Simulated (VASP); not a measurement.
Input of a VASP 6.6.1 run:

File INCAR:

```
SYSTEM = MgO
  ALGO = Normal
  EDIFF = 1E-6
  ENCUT = 600
  GGA = PE
  GGA_COMPAT = .False.
  ISIF = 2
  ISMEAR = 0
  LASPH = .True.
  LCHARG = .False.
  LREAL = .False.
  LWAVE = .False.
  NBANDS = 11
  NELM = 120
  PREC = Accurate
  SIGMA = 0.05
```

The input KPOINTS:

```
k-points
0
Gamma
  10 10 10
  0 0 0
```

The input POSCAR:

```
MgO
1.0
    0.0000000000      2.1448745921      2.1448745921
    2.1448745921      0.0000000000      2.1448745921
    2.1448745921      2.1448745921      0.0000000000
Mg O
1 1
Direct
    0.0133061842      0.0133061842     -0.0133061842
    0.4797858112      0.4797858112      0.5202141888
```

Potentials or basis: VASP PAW PBE potentials, release 64 (Mg, O).

Command:

```sh
$ cat potpaw_PBE.64/Mg/POTCAR potpaw_PBE.64/O/POTCAR > POTCAR
$ mpirun -np 1 vasp_std > vasp.out
```

(1) Predict the band gap on the k mesh.

(2) Predict the pressure.

(3) Estimate the largest force.

Results:

(1) 4.21 eV, direct.

(2) -2.8 GPa.

(3) 0.703 eV/Å.
